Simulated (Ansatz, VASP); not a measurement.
# Be3Te4: VASP beside Ansatz

```
Be Te
1.0
     5.57158    0.00000    0.00000
     0.00000    5.57158    0.00000
     0.00000    0.00000    5.57158
Be Te
3 4
Direct
  0.50000 0.00000 0.50000
  0.00000 0.50000 0.50000
  0.50000 0.50000 0.00000
  0.75335 0.24665 0.75335
  0.75335 0.75335 0.24665
  0.24665 0.75335 0.75335
  0.24665 0.24665 0.24665
```

Change from the starting cell: built by hand: pseudocubic Si3N4 (ordered-vacancy zincblende) (P-43m, No. 215).

Alike in both runs: functional PBE; k mesh 6 × 6 × 6; occupations gaussian, width 0.1 eV; no spin polarisation.

Ansatz relaxed the structure, and its values are those at the end. VASP's run is a single point on that final structure, the one shown.

```csv
,VASP,Ansatz
version,VASP 6.6.1,Ansatz 0.2.0
potentials or method,"VASP PAW PBE potentials, release 64 (Be, Te), cutoff 520 eV","scalar-relativistic, plane waves, PAW"
valence electrons in the cell,30,70
```

```csv
,VASP,Ansatz,Ansatz less VASP
gap on the k mesh at the Fermi level (eV),none,none,-
pressure (GPa),0.1,0.0,-0.10
rms of the force components (eV/Å),0.008,0.001,-0.0069
```

A gap of «none» marks a metal or a gap that the smearing closes. VASP's potentials hold 30 valence electrons a cell and Ansatz's 70, so a difference there can come from the potentials and not from the codes.

Neither program's run includes spin-orbit coupling.
